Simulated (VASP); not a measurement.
A run of VASP 6.6.1 is set up as follows.

The input INCAR:

```
PREC = Accurate
ENCUT = 520
EDIFF = 1E-7
ISMEAR = 0
SIGMA = 0.15
LREAL = F
LASPH = T
NELM = 150
ALGO = Fast
ISIF = 2
LWAVE = F
LCHARG = F
ISPIN = 2
MAGMOM = 0.5 0.5
LORBIT = 11
NUPDOWN = 1.0
LMAXMIX = 4
GGA = CA
NBANDS = 21
```

KPOINTS

```
regular mesh
0
Gamma
  21 21 10
```

The input POSCAR:

```
Pt
1.0
    2.5349048657      0.0000000000      0.0000000000
   -1.2674524328      2.1952920098      0.0000000000
    0.0000000000      0.0000000000      4.3771120513
Pt
2
Direct
    0.6666666667      0.3333333333      0.7500000000
    0.3333333333      0.6666666667      0.2500000000
```

Potentials or basis: VASP PAW LDA potentials, release 64 (Pt).

Run with:

```sh
$ cat potpaw_LDA.64/Pt/POTCAR > POTCAR
$ mpirun -np 1 vasp_std > vasp.out
```

Q: Predict the pressure.

A: 105.6 GPa.

Stress tensor (GPa, compression positive):
```
112.23   0.00   0.00
  0.00 112.23   0.00
  0.00   0.00  92.24
```

Caveat: the total moment is fixed, so each spin has its own Fermi level.
